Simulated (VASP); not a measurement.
A run of VASP 6.6.1 is set up as follows.

Contents of INCAR:

```
PREC = Accurate
ENCUT = 520
EDIFF = 1E-6
ISMEAR = 0
SIGMA = 0.15
LREAL = False
LASPH = True
NELM = 100
ALGO = Normal
ISIF = 2
LWAVE = False
LCHARG = False
GGA = PE
NBANDS = 16
```

Contents of KPOINTS:

```
regular mesh
0
Gamma
  16 16 16
```

The input POSCAR:

```
GaSb
1.0
   -2.8948000000      2.8948000000      1.3913500000
    2.8948000000     -2.8948000000      1.3913500000
    2.8948000000      2.8948000000     -1.3913500000
Ga Sb
1 1
Direct
    0.2500000000      0.7500000000      0.5000000000
    0.0000000000      0.0000000000      0.0000000000
```

Potentials or basis: VASP PAW PBE potentials, release 64 (Ga_d, Sb).

Launch:

```bash
$ cat potpaw_PBE.64/Ga_d/POTCAR potpaw_PBE.64/Sb/POTCAR > POTCAR
$ mpirun -np 1 vasp_std > vasp.out
```

(1) Predict the band gap on the k mesh.

(2) Predict the pressure.

Results:

(1) zero (band 9 reaches 7.80 eV, above the bottom of band 10 at 4.39 eV).

(2) 4.3 GPa.

Caveat: spin-orbit coupling is left out, which moves the levels of the heavy elements.
